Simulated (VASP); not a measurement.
# Ti (P6/mmm) in VASP: a series of runs, part 2 of 2

VASP 6.6.1. The steps go on from the part before.

### 4 Single point, PBEsol

File INCAR:

```
SYSTEM = Ti
ALGO     = Normal         ! electronic algorithm
EDIFF    = 1E-7           ! SCF threshold, eV
ENCUT    = 520            ! plane-wave cutoff, eV
GGA      = PS             ! functional
ISIF     = 2              ! what is computed and relaxed
ISMEAR   = -1             ! smearing method
LASPH    = .TRUE.         ! aspherical terms in the spheres
LCHARG   = .FALSE.        ! write CHGCAR
LREAL    = .FALSE.        ! projectors in reciprocal space
LWAVE    = .FALSE.        ! write WAVECAR
NBANDS   = 25             ! bands
NELM     = 100            ! most SCF steps
PREC     = Accurate       ! precision mode
SIGMA    = 0.1            ! smearing width, eV
```

File KPOINTS:

```
k-points
0
G
  8 8 12
  0 0 0
```

File POSCAR:

```
Ti
1.0
    4.6000000000      0.0000000000      0.0000000000
   -2.3000000000      3.9837170000      0.0000000000
    0.0000000000      0.0000000000      2.8200000000
Ti
3
Direct
    0.0000000000      0.0000000000      0.0000000000
    0.3333333333      0.6666666667      0.5000000000
    0.6666666667      0.3333333333      0.5000000000
```

Potentials or basis: VASP PAW PBE potentials, release 64 (Ti_sv).

Run with:

```sh
$ cat potpaw_PBE.64/Ti_sv/POTCAR > POTCAR
$ mpirun -np 1 vasp_std > vasp.out
```

OUTCAR:

```text
SYSTEM = Ti
   EDIFF = 1E-7
   ENCUT = 520
   GGA = PS
   ISIF = 2
   ISMEAR = -1
   LASPH = .TRUE.
   LREAL = .FALSE.
   NELM = 100
   PREC = Accurate

 ion  position               nearest neighbor table
   1  0.000  0.000  0.000-
   2  0.333  0.667  0.500-   3 2.66   3 2.66   3 2.66
   3  0.667  0.333  0.500-   2 2.66   2 2.66   2 2.66

  LATTYP: Found a hexagonal cell.
 ALAT       =     4.6000000000
 C/A-ratio  =     0.6130434783

  Lattice vectors:

 A1 = (   4.6000000000,   0.0000000000,   0.0000000000)
 A2 = (  -2.3000000000,   3.9837170000,   0.0000000000)
 A3 = (   0.0000000000,   0.0000000000,   2.8200000000)

Analysis of symmetry for initial positions (statically):
=====================================================================
 Subroutine PRICEL returns:
 Original cell was already a primitive cell.

 Routine SETGRP: Setting up the symmetry group for a
 hexagonal supercell.

 Subroutine GETGRP returns: Found 24 space group operations
 (whereof 24 operations were pure point group operations)
 out of a pool of 24 trial point group operations.

The static configuration has the point symmetry D_6h.

Analysis of symmetry for dynamics (positions and initial velocities):
=====================================================================
 Subroutine PRICEL returns:
 Original cell was already a primitive cell.

 Routine SETGRP: Setting up the symmetry group for a
 hexagonal supercell.

 Subroutine GETGRP returns: Found 24 space group operations
 (whereof 24 operations were pure point group operations)
 out of a pool of 24 trial point group operations.

The dynamic configuration has the point symmetry D_6h.

 Subroutine INISYM returns: Found 24 space group operations
 (whereof 24 operations are pure point group operations),
 and found     1 'primitive' translations

----------------------------------------------------------------------------------------

                                     Primitive cell

  volume of cell :      51.6768

  direct lattice vectors                    reciprocal lattice vectors
     4.600000000  0.000000000  0.000000000     0.217391304  0.125510924  0.000000000
    -2.300000000  3.983717000  0.000000000     0.000000000  0.251021847  0.000000000
     0.000000000  0.000000000  2.820000000     0.000000000  0.000000000  0.354609929

  length of vectors
     4.600000000  4.600000123  2.820000000     0.251021854  0.251021847  0.354609929

  position of ions in fractional coordinates (direct lattice)
     0.000000000  0.000000000  0.000000000
     0.333333333  0.666666667  0.500000000
     0.666666667  0.333333333  0.500000000

  ion indices of the primitive-cell ions
   primitive index   ion index
                 1           1
                 2           2
                 3           3

----------------------------------------------------------------------------------------

 KPOINTS: k-points

Automatic generation of k-mesh.
 Grid dimensions read from file:
 generate k-points for:    8    8   12

 Generating k-lattice:

  Cartesian coordinates                     Fractional coordinates (reciprocal lattice)
     0.027173913  0.015688865  0.000000000     0.125000000  0.000000000  0.000000000
     0.000000000  0.031377731  0.000000000     0.000000000  0.125000000  0.000000000
     0.000000000  0.000000000  0.029550827     0.000000000  0.000000000  0.083333333

  Length of vectors
     0.031377732  0.031377731  0.029550827

  Shift w.r.t. Gamma in fractional coordinates (k-lattice)
     0.000000000  0.000000000  0.000000000

 Subroutine IBZKPT returns following result:
 ===========================================

 Found     70 irreducible k-points:

 Following reciprocal coordinates:
            Coordinates               Weight
  0.000000  0.000000  0.000000      1.000000
  0.125000  0.000000  0.000000      6.000000
  0.250000  0.000000  0.000000      6.000000
  0.375000  0.000000  0.000000      6.000000
  0.500000  0.000000  0.000000      3.000000
  0.125000  0.125000  0.000000      6.000000
[... 16 lines left out ...]
  0.250000  0.000000  0.166667     12.000000
  0.375000  0.000000  0.166667     12.000000
 [... further k-points ...]
   k-points           NKPTS =     70   k-points in BZ     NKDIM =     70   number of bands    NBANDS=     25
   number of dos      NEDOS =    301   number of ions     NIONS =      3
   total plane-waves  NPLWV =  31104
   dimension x,y,z NGX =    36 NGY =   36 NGZ =   24
   dimension x,y,z NGXF=    72 NGYF=   72 NGZF=   48
   ions per type =               3
   NGX,Y,Z   is equivalent  to a cutoff of  13.01, 13.01, 14.15 a.u.
   NGXF,Y,Z  is equivalent  to a cutoff of  26.02, 26.02, 28.30 a.u.
 SYSTEM =  Ti
   PREC   = accura    normal or accurate (medium, high low for compatibility)
   ISTART =      0    job   : 0-new  1-cont  2-samecut
   ICHARG =      2    charge: 1-file 2-atom 10-const
   ISPIN  =      1    spin polarized calculation?
   LNONCOLLINEAR =      F non collinear calculations
   LSORBIT =      F    spin-orbit coupling
   LASPH  =      T    aspherical Exc in radial PAW
   ENCUT  =  520.0 eV  38.22 Ry    6.18 a.u.   8.55  8.55  5.24*2*pi/ulx,y,z
   NELM   =    100;   NELMIN=  2; NELMDL= -5     # of ELM steps
   EDIFF  = 0.1E-06   stopping-criterion for ELM
   LREAL  =      F    real-space projection
   EDIFFG = 0.1E-05   stopping-criterion for IOM
   NSW    =      0    number of steps for IOM
   IBRION =     -1    ionic relax: 0-MD 1-quasi-New 2-CG
   NFREE  =      0    steps in history (QN), initial steepest desc. (CG)
   ISIF   =      2    stress and relaxation
   ISYM   =      2    0-nonsym 1-usesym 2-fastsym
   POTIM  = 0.5000    time-step for ionic-motion
   TEBEG  =    0.0;   TEEND  =   0.0 temperature during run
   PSTRESS=    0.0 pullay stress
   NELECT =      36.0000    total number of electrons
   NUPDOWN=      -1.0000    fix difference up-down
   EMIN   =  10.00;   EMAX   =-10.00  energy-range for DOS
   EFERMI =   0.00;   METHOD = LEGACY
   ISMEAR =    -1;   SIGMA  =   0.10  broadening in eV -4-tet -1-fermi 0-gaus
   EFERMI_NEDOS =   21; number of points for ismear=-14 and -15
   IALGO  =     38    algorithm
   IMIX   =      4    mixing-type and parameters
     AMIX     =   0.40;   BMIX     =  1.00
     AMIX_MAG =   1.60;   BMIX_MAG =  1.00
  volume/ion in A,a.u.               =      17.23       116.24
  Fermi-wavevector in a.u.,A,eV,Ry     =   1.451255  2.742475 28.655806  2.106142
  Thomas-Fermi vector in A             =   2.568774
   LORBIT       =      0    0 simple, 1 ext, 2 COOP (PROOUT), +10 PAW based schemes
   GGA     = PS    functional components
   LHFCALC =     F    Hartree Fock is set to
   AEXX    =    0.0000 exact exchange contribution
   IVDW    =     0    specifies the selected vdW correction
   LEPSILON=     F    determine dielectric tensor
   LRPA    =     F    only Hartree local field effects (RPA)
 non-spin polarized calculation
  energy-cutoff  :      520.00
  volume of cell :       51.68
 maximum number of plane-waves:      1416
 NGX is ok and might be reduce to    36
   NGX = 17   NGY = 17   NGZ = 11

 number of electron      35.9999981 magnetization

 Free energy of the ion-electron system (eV)
  ---------------------------------------------------
  ext. energy  EPLUGINS =         0.00000000
  ---------------------------------------------------
  free energy    TOTEN  =       -25.06741532 eV

  energy without entropy =      -24.95992690  energy(sigma->0) =      -25.01367111

 E-fermi :   8.1515     XC(G=0): -11.6739

 val. band max:        8.1467613205   @ k =   0.2500   0.0000   0.0833
 cond. band min:       8.1582214230   @ k =   0.3750   0.0000   0.0000
 fundamental gap:      0.0114601025
 Fermi energy:         8.1515331119

 k-point     1 :       0.0000    0.0000    0.0000
  band No.  band energies     occupation
      1     -48.4584      2.00000
      2     -48.2217      2.00000
      3     -48.0654      2.00000
      4     -24.8708      2.00000
      5     -24.8708      2.00000
      6     -24.7787      2.00000
[... 17 lines left out ...]
     24      10.0483      0.00000
     25      10.1265      0.00000
[... 621 lines left out ...]
      3     -48.0950      2.00000
      4     -24.9796      2.00000
      5     -24.8679      2.00000
      6     -24.6621      2.00000
[... 17 lines left out ...]
     24      10.2956      0.00000
     25      10.6632      0.00000

 [... further k-points ...]

------------------------ aborting loop because EDIFF is reached ----------------------------------------

  FORCE on cell =-STRESS in cart. coord.  units (eV):
  Direction    XX          YY          ZZ          XY          YZ          ZX
  --------------------------------------------------------------------------------------
  -------------------------------------------------------------------------------------
  Total       -1.7926648     -1.7926649     -1.2535332      0.0000000      0.0000000     -0.0000000
  in kB      -55.5794516    -55.5794556    -38.8643145      0.0000000      0.0000000     -0.0000000
  external PRESSURE =     -50.0077406 kB  Pullay stress =       0.0000000 kB

 VOLUME and BASIS-vectors are now :
 -----------------------------------------------------------------------------
  energy-cutoff  :      520.00
  volume of cell :       51.68
      direct lattice vectors                 reciprocal lattice vectors
     4.600000000  0.000000000  0.000000000     0.217391304  0.125510924  0.000000000
    -2.300000000  3.983717000  0.000000000     0.000000000  0.251021847  0.000000000
     0.000000000  0.000000000  2.820000000     0.000000000  0.000000000  0.354609929

 POSITION                                       TOTAL-FORCE (eV/Angst)
 -----------------------------------------------------------------------------------
      0.00000      0.00000      0.00000         0.000000     -0.000000     -0.000000
     -0.00000      2.65581      1.41000        -0.000000      0.000000      0.000000
      2.30000      1.32791      1.41000        -0.000000     -0.000000     -0.000000
 -----------------------------------------------------------------------------------
    total drift:                                0.000000      0.000000     -0.000000

  FREE ENERGIE OF THE ION-ELECTRON SYSTEM (eV)
  ---------------------------------------------------
  free  energy   TOTEN  =       -25.0674153178 eV

  energy  without entropy=      -24.9599269020  energy(sigma->0) =      -25.01367111
```

Run time: 50 s. Hardware: 1 thread of Intel Xeon Platinum 8488C (Sapphire Rapids), shared host; peak memory 0.21 GiB.

Results:

| Item | Value |
| --- | --- |
| Free energy | -25.0674 eV |
| Pressure | -5.0 GPa |
| Band gap on the k mesh | zero (band 18 reaches 8.36 eV, above the bottom of band 19 at 8.06 eV) |

Stress tensor (GPa, compression positive):
```
-5.56  0.00  0.00
 0.00 -5.56  0.00
 0.00  0.00 -3.89
```

Caveat: the PAW data sets were made with another functional, which shifts forces and pressure a little.

### 5 Summary

| level | potentials or basis | gap on the mesh (eV) | pressure (GPa) |
| --- | --- | --- | --- |
| LDA | VASP PAW LDA potentials, release 64 (Ti_sv) | none | -9.1 |
| BLYP | VASP PAW PBE potentials, release 64 (Ti_sv) | none | 2.1 |
| PBEsol | VASP PAW PBE potentials, release 64 (Ti_sv) | none | -5.0 |

Alike in all rows: task single point; no spin polarisation; cell as given; k mesh 8 × 8 × 12; cutoff (eV) 520; smearing fermi-dirac 0.1 eV.

Caveats: the PAW data sets were made with another functional, which shifts forces and pressure a little (some runs).

Absolute energies hang on the potentials; compare differences alone.
